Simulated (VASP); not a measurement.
KI:

```
CELL_PARAMETERS angstrom
0.00000 3.99737 3.99737
3.99737 0.00000 3.99737
3.99737 3.99737 0.00000
ATOMIC_POSITIONS crystal
K 0.00000 0.00000 0.00000
I 0.25000 0.25000 0.25000
```

| Quantity | Value |
| --- | --- |
| Program | VASP 6.6.1 |
| Task | relaxation of cell and atoms |
| Functional | LDA |
| Potentials or basis | VASP PAW LDA potentials, release 64 (K_sv, I) |
| Cutoff | 600 eV |
| k mesh | 6 × 6 × 6 |
| Occupations | fermi-dirac, width 0.02 eV |
| Spin | no spin polarisation |

At the start: pressure -0.9 GPa; volume 63.87 Å³/atom.

**Question.** Where does the relaxation end?

**Answer.** Over 4 steps the energy falls by 25.5 meV/atom and the volume is 56.02 Å³/atom (-12.3 %); space group F-43m (No. 216, to 0.1 Å) before and after.

Step by step:
```csv
step,energy change (eV),largest force (eV/Å),pressure (GPa),volume (Å³)
1,0.0000,0.0000,-0.93,127.75
2,-0.0327,0.0000,-0.62,121.04
3,-0.0505,0.0000,-0.10,113.45
4,-0.0509,0.0000,0.01,112.05
```

Final structure:
```xyz
2
Lattice="0.0000 3.8264 3.8264 3.8264 0.0000 3.8264 3.8264 3.8264 0.0000" Properties=species:S:1:pos:R:3 pbc="T T T"
K     3.8264    3.8264    0.0000
I     1.9132    1.9132    1.9132
```
